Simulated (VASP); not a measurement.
# Ta in VASP: single point with r2SCAN

Aim: the single point of Ta with r2SCAN.

Everything below comes from runs of VASP 6.6.1. Logs are shortened: lines on timing, memory, paths and dates and some standing lists are left out, and cuts for length are marked.

### 1 The cell of the first run

The cell holds a slab with vacuum, 7 atoms: a = 3.305 Å, b = 3.305 Å, c = 24.914 Å, α = 90.00°, β = 90.00°, γ = 90.00°.

### 2 Single point, r2SCAN

POSCAR

```
Ta
1.0
    3.3045733232      0.0000000000      0.0000000000
    0.0000000000      3.3045733232      0.0000000000
    0.0000000000      0.0000000000     24.9137199697
Ta
7
Direct
    0.5000000000      0.5000000000      0.3074583963
    0.0000000000      0.0000000000      0.3657639504
    0.5000000000      0.5000000000      0.4322037778
    0.0000000000      0.0000000000      0.4999999976
    0.5000000000      0.5000000000      0.5677962216
    0.0000000000      0.0000000000      0.6342360515
    0.5000000000      0.5000000000      0.6925416048
```

INCAR.step1

```
ALGO     = Normal         # electronic algorithm
DIPOL    = 0.5 0.5 0.500
EDIFF    = 1E-4           # SCF threshold, eV
ENCUT    = 520            # plane-wave cutoff, eV
GGA      = PE             # functional
IDIPOL   = 3            
ISMEAR   = 0              # smearing method
LASPH    = True           # aspherical terms in the spheres
LCHARG   = False          # write CHGCAR
LDIPOL   = True         
LREAL    = False          # projectors in reciprocal space
LWAVE    = True           # write WAVECAR
NBANDS   = 48             # bands
NELM     = 60             # most SCF steps
PREC     = Accurate       # precision mode
SIGMA    = 0.1            # smearing width, eV
```

INCAR.step2

```
ALGO     = Normal         # electronic algorithm
DIPOL    = 0.5 0.5 0.500
EDIFF    = 1E-6           # SCF threshold, eV
ENCUT    = 520            # plane-wave cutoff, eV
IDIPOL   = 3            
ISIF     = 2              # what is computed and relaxed
ISMEAR   = 0              # smearing method
ISTART   = 1            
LASPH    = True           # aspherical terms in the spheres
LCHARG   = True           # write CHGCAR
LDIPOL   = True         
LELF     = True           # ELF
LMIXTAU  = True         
LREAL    = False          # projectors in reciprocal space
LVACPOTAV= True         
LVHAR    = True         
LWAVE    = False          # write WAVECAR
METAGGA  = R2SCAN         # meta-GGA
NBANDS   = 48             # bands
NELM     = 60             # most SCF steps
PREC     = Accurate       # precision mode
SIGMA    = 0.1            # smearing width, eV
```

KPOINTS

```
k-points
0
Gamma
  11 11 1
```

Potentials or basis: VASP PAW PBE potentials, release 64 (Ta_pv).

Command:

```sh
$ cat potpaw_PBE.64/Ta_pv/POTCAR > POTCAR
$ cp INCAR.step1 INCAR
$ mpirun -np 1 vasp_std > vasp.out
$ cp INCAR.step2 INCAR
$ mpirun -np 1 vasp_std > vasp.out
```

OUTCAR:

```text
EDIFF = 1E-6
   ENCUT = 520
   ISIF = 2
   ISMEAR = 0
   ISTART = 1
   LASPH = True
   LREAL = False
   METAGGA = R2SCAN
   NELM = 60
   PREC = Accurate

 ion  position               nearest neighbor table
   1  0.500  0.500  0.307-   2 2.75   2 2.75   2 2.75   2 2.75   3 3.11
   2  0.000  0.000  0.366-   1 2.75   1 2.75   1 2.75   1 2.75   3 2.86   3 2.86   3 2.86   3 2.86
                             4 3.34
   3  0.500  0.500  0.432-   2 2.86   2 2.86   2 2.86   2 2.86   4 2.88   4 2.88   4 2.88   4 2.88
                             1 3.11   5 3.38
   4  0.000  0.000  0.500-   3 2.88   3 2.88   3 2.88   3 2.88   5 2.88   5 2.88   5 2.88   5 2.88
                             2 3.34   6 3.34
   5  0.500  0.500  0.568-   6 2.86   6 2.86   6 2.86   6 2.86   4 2.88   4 2.88   4 2.88   4 2.88
                             7 3.11   3 3.38
   6  0.000  0.000  0.634-   7 2.75   7 2.75   7 2.75   7 2.75   5 2.86   5 2.86   5 2.86   5 2.86
                             4 3.34
   7  0.500  0.500  0.693-   6 2.75   6 2.75   6 2.75   6 2.75   5 3.11

  LATTYP: Found a simple tetragonal cell.
 ALAT       =     3.3045733232
 C/A-ratio  =     7.5391639201

  Lattice vectors:

 A1 = (   3.3045733232,   0.0000000000,   0.0000000000)
 A2 = (   0.0000000000,   3.3045733232,   0.0000000000)
 A3 = (   0.0000000000,   0.0000000000,  24.9137199697)

Analysis of symmetry for initial positions (statically):
=====================================================================
 Subroutine PRICEL returns:
 Original cell was already a primitive cell.

 Routine SETGRP: Setting up the symmetry group for a
 simple tetragonal supercell.

 Subroutine GETGRP returns: Found 16 space group operations
 (whereof 16 operations were pure point group operations)
 out of a pool of 16 trial point group operations.

The static configuration has the point symmetry D_4h.

Analysis of symmetry for dynamics (positions and initial velocities):
=====================================================================
 Subroutine PRICEL returns:
 Original cell was already a primitive cell.

 Routine SETGRP: Setting up the symmetry group for a
 simple tetragonal supercell.

 Subroutine GETGRP returns: Found 16 space group operations
 (whereof 16 operations were pure point group operations)
 out of a pool of 16 trial point group operations.

The dynamic configuration has the point symmetry D_4h.

 Subroutine INISYM returns: Found 16 space group operations
 (whereof 16 operations are pure point group operations),
 and found     1 'primitive' translations

----------------------------------------------------------------------------------------

                                     Primitive cell

  volume of cell :     272.0629

  direct lattice vectors                    reciprocal lattice vectors
     3.304573323  0.000000000  0.000000000     0.302610928  0.000000000  0.000000000
     0.000000000  3.304573323  0.000000000     0.000000000  0.302610928  0.000000000
     0.000000000  0.000000000 24.913719970     0.000000000  0.000000000  0.040138526

  length of vectors
     3.304573323  3.304573323 24.913719970     0.302610928  0.302610928  0.040138526

  position of ions in fractional coordinates (direct lattice)
     0.500000000  0.500000000  0.307458396
     0.000000000  0.000000000  0.365763950
     0.500000000  0.500000000  0.432203778
     0.000000000  0.000000000  0.499999998
     0.500000000  0.500000000  0.567796222
     0.000000000  0.000000000  0.634236051
     0.500000000  0.500000000  0.692541605

  ion indices of the primitive-cell ions
   primitive index   ion index
                 1           1
                 2           2
                 3           3
                 4           4
                 5           5
                 6           6
                 7           7

----------------------------------------------------------------------------------------

 KPOINTS: k-points

Automatic generation of k-mesh.
 Grid dimensions read from file:
 generate k-points for:   11   11    1

 Generating k-lattice:

  Cartesian coordinates                     Fractional coordinates (reciprocal lattice)
     0.027510084  0.000000000  0.000000000     0.090909091  0.000000000  0.000000000
     0.000000000  0.027510084  0.000000000     0.000000000  0.090909091  0.000000000
     0.000000000  0.000000000  0.040138526     0.000000000  0.000000000  1.000000000

  Length of vectors
     0.027510084  0.027510084  0.040138526

  Shift w.r.t. Gamma in fractional coordinates (k-lattice)
     0.000000000  0.000000000  0.000000000

 Subroutine IBZKPT returns following result:
 ===========================================

 Found     21 irreducible k-points:

 Following reciprocal coordinates:
            Coordinates               Weight
  0.000000  0.000000  0.000000      1.000000
  0.090909  0.000000  0.000000      4.000000
  0.181818  0.000000  0.000000      4.000000
  0.272727  0.000000  0.000000      4.000000
  0.363636  0.000000  0.000000      4.000000
  0.454545  0.000000  0.000000      4.000000
[... 13 lines left out ...]
  0.454545  0.363636  0.000000      8.000000
  0.454545  0.454545  0.000000      4.000000
   k-points           NKPTS =     21   k-points in BZ     NKDIM =     21   number of bands    NBANDS=     48
   number of dos      NEDOS =    301   number of ions     NIONS =      7
   total plane-waves  NPLWV = 150528
   dimension x,y,z NGX =    28 NGY =   28 NGZ =  192
   dimension x,y,z NGXF=    56 NGYF=   56 NGZF=  384
   ions per type =               7
   NGX,Y,Z   is equivalent  to a cutoff of  14.09, 14.09, 12.81 a.u.
   NGXF,Y,Z  is equivalent  to a cutoff of  28.17, 28.17, 25.62 a.u.
 SYSTEM =  unknown system
   PREC   = accura    normal or accurate (medium, high low for compatibility)
   ISTART =      1    job   : 0-new  1-cont  2-samecut
   ICHARG =      0    charge: 1-file 2-atom 10-const
   ISPIN  =      1    spin polarized calculation?
   LNONCOLLINEAR =      F non collinear calculations
   LSORBIT =      F    spin-orbit coupling
   LASPH  =      T    aspherical Exc in radial PAW
   ENCUT  =  520.0 eV  38.22 Ry    6.18 a.u.   6.14  6.14 46.32*2*pi/ulx,y,z
   NELM   =     60;   NELMIN=  2; NELMDL=  0     # of ELM steps
   EDIFF  = 0.1E-05   stopping-criterion for ELM
   LREAL  =      F    real-space projection
[... 7 lines left out ...]
   TEBEG  =    0.0;   TEEND  =   0.0 temperature during run
   PSTRESS=    0.0 pullay stress
   NELECT =      77.0000    total number of electrons
   NUPDOWN=      -1.0000    fix difference up-down
   EMIN   =  10.00;   EMAX   =-10.00  energy-range for DOS
   EFERMI =   0.00;   METHOD = LEGACY
   ISMEAR =     0;   SIGMA  =   0.10  broadening in eV -4-tet -1-fermi 0-gaus
   EFERMI_NEDOS =   21; number of points for ismear=-14 and -15
   IALGO  =     38    algorithm
   IMIX   =      4    mixing-type and parameters
     AMIX     =   0.40;   BMIX     =  1.00
     AMIX_MAG =   1.60;   BMIX_MAG =  1.00
  volume/ion in A,a.u.               =      38.87       262.28
  Fermi-wavevector in a.u.,A,eV,Ry     =   1.074852  2.031176 15.718900  1.155307
  Thomas-Fermi vector in A             =   2.210692
   LORBIT       =      0    0 simple, 1 ext, 2 COOP (PROOUT), +10 PAW based schemes
   METAGGA = R2SCAN    functional components
   LHFCALC =     F    Hartree Fock is set to
   AEXX    =    0.0000 exact exchange contribution
   IVDW    =     0    specifies the selected vdW correction
   LEPSILON=     F    determine dielectric tensor
   LRPA    =     F    only Hartree local field effects (RPA)
 non-spin polarized calculation
 Gauss-broadening in eV      SIGMA  =   0.10
  energy-cutoff  :      520.00
  volume of cell :      272.06
 maximum number of plane-waves:      7376
 NGX is ok and might be reduce to    28
   NGX = 13   NGY = 13   NGZ = 93

 number of electron      77.0000000 magnetization

 dipolmoment           0.000000      0.000000     -0.000000 electrons x Angstroem

 Free energy of the ion-electron system (eV)
  ---------------------------------------------------
  ext. energy  EPLUGINS =         0.00000000
  ---------------------------------------------------
  free energy    TOTEN  =      -336.41798460 eV

  energy without entropy =     -336.37815944  energy(sigma->0) =     -336.39807202

 E-fermi :   0.6568     XC(G=0):  -7.2309

 val. band max:        0.6401538840   @ k =   0.1818   0.0909   0.0000
 cond. band min:       0.6661382363   @ k =   0.0000   0.0000   0.0000
 fundamental gap:      0.0259843523
 Fermi energy:         0.6567884768

 k-point     1 :       0.0000    0.0000    0.0000
  band No.  band energies     occupation
      1     -35.2736      2.00000
      2     -35.2730      2.00000
      3     -35.0792      2.00000
      4     -35.0792      2.00000
      5     -35.0787      2.00000
      6     -35.0787      2.00000
[... 40 lines left out ...]
     47       2.8294      0.00000
     48       2.8294      0.00000

 k-point     2 :       0.0909    0.0000    0.0000
  band No.  band energies     occupation
      1     -35.2819      2.00000
      2     -35.2812      2.00000
      3     -35.1006      2.00000
      4     -35.1004      2.00000
      5     -35.0701      2.00000
      6     -35.0696      2.00000
[... 40 lines left out ...]
     47       2.8094      0.00000
     48       2.9755      0.00000

 k-point     3 :       0.1818    0.0000    0.0000
  band No.  band energies     occupation
      1     -35.3055      2.00000
      2     -35.3047      2.00000
      3     -35.1552      2.00000
      4     -35.1547      2.00000
      5     -35.0451      2.00000
      6     -35.0449      2.00000
[... 40 lines left out ...]
     47       3.0071      0.00000
     48       3.0741      0.00000

 k-point     4 :       0.2727    0.0000    0.0000
  band No.  band energies     occupation
      1     -35.3386      2.00000
      2     -35.3378      2.00000
      3     -35.2220      2.00000
      4     -35.2220      2.00000
      5     -35.0115      2.00000
      6     -35.0114      2.00000
[... 805 lines left out ...]
     47       4.1375      0.00000
     48       4.9440      0.00000

 k-point    20 :       0.4545    0.3636    0.0000
  band No.  band energies     occupation
      1     -35.3463      2.00000
      2     -35.3454      2.00000
      3     -35.3418      2.00000
      4     -35.3401      2.00000
      5     -35.1887      2.00000
      6     -35.1875      2.00000
[... 40 lines left out ...]
     47       4.4329      0.00000
     48       4.9478      0.00000

 k-point    21 :       0.4545    0.4545    0.0000
  band No.  band energies     occupation
      1     -35.3608      2.00000
      2     -35.3600      2.00000
      3     -35.3589      2.00000
      4     -35.3575      2.00000
      5     -35.1995      2.00000
      6     -35.1986      2.00000
[... 40 lines left out ...]
     47       4.7692      0.00000
     48       5.0921      0.00000

------------------------ aborting loop because EDIFF is reached ----------------------------------------

  FORCE on cell =-STRESS in cart. coord.  units (eV):
  Direction    XX          YY          ZZ          XY          YZ          ZX
  --------------------------------------------------------------------------------------
  -------------------------------------------------------------------------------------
  Total       -1.9973928     -1.9973928      0.3589108      0.0000000      0.0000000     -0.0000000
  in kB      -11.7626371    -11.7626371      2.1136241      0.0000000      0.0000000     -0.0000000
  external PRESSURE =      -7.1372167 kB  Pullay stress =       0.0000000 kB

 VOLUME and BASIS-vectors are now :
 -----------------------------------------------------------------------------
  energy-cutoff  :      520.00
  volume of cell :      272.06
      direct lattice vectors                 reciprocal lattice vectors
     3.304573323  0.000000000  0.000000000     0.302610928  0.000000000  0.000000000
     0.000000000  3.304573323  0.000000000     0.000000000  0.302610928  0.000000000
     0.000000000  0.000000000 24.913719970     0.000000000  0.000000000  0.040138526

 POSITION                                       TOTAL-FORCE (eV/Angst)
 -----------------------------------------------------------------------------------
      1.65229      1.65229      7.65993         0.000000      0.000000     -0.032672
      0.00000      0.00000      9.11254         0.000000      0.000000     -0.017900
      1.65229      1.65229     10.76780         0.000000     -0.000000      0.011737
      0.00000      0.00000     12.45686         0.000000      0.000000      0.000000
      1.65229      1.65229     14.14592        -0.000000     -0.000000     -0.011737
      0.00000      0.00000     15.80118         0.000000      0.000000      0.017900
      1.65229      1.65229     17.25379        -0.000000      0.000000      0.032672
 -----------------------------------------------------------------------------------
    total drift:                                0.000000      0.000000     -0.000002

  FREE ENERGIE OF THE ION-ELECTRON SYSTEM (eV)
  ---------------------------------------------------
  free  energy   TOTEN  =      -336.4179845994 eV

  energy  without entropy=     -336.3781594361  energy(sigma->0) =     -336.39807202

 vacuum level on the upper side and lower side of the slab         4.474         4.474
```

Run time: 17 min. Hardware: 1 thread of AMD EPYC 9R45 (Zen 5), shared host; peak memory 0.48 GiB.

Results:

- Free energy: -336.4180 eV
- Largest force: 0.033 eV/Å
- Band gap on the k mesh: zero (an odd number of electrons rules out a gap without spin polarisation)

Forces on the atoms (eV/Å):
```
Ta   0.000  0.000 -0.033
Ta   0.000  0.000 -0.018
Ta   0.000  0.000  0.012
Ta   0.000  0.000  0.000
Ta   0.000  0.000 -0.012
Ta   0.000  0.000  0.018
Ta   0.000  0.000  0.033
```

Caveat: the PAW data sets were made with another functional, which shifts forces and pressure a little; spin-orbit coupling is left out, which moves the levels of the heavy elements.

The gap in the log of VASP goes by the Fermi energy; the results here count the filled bands.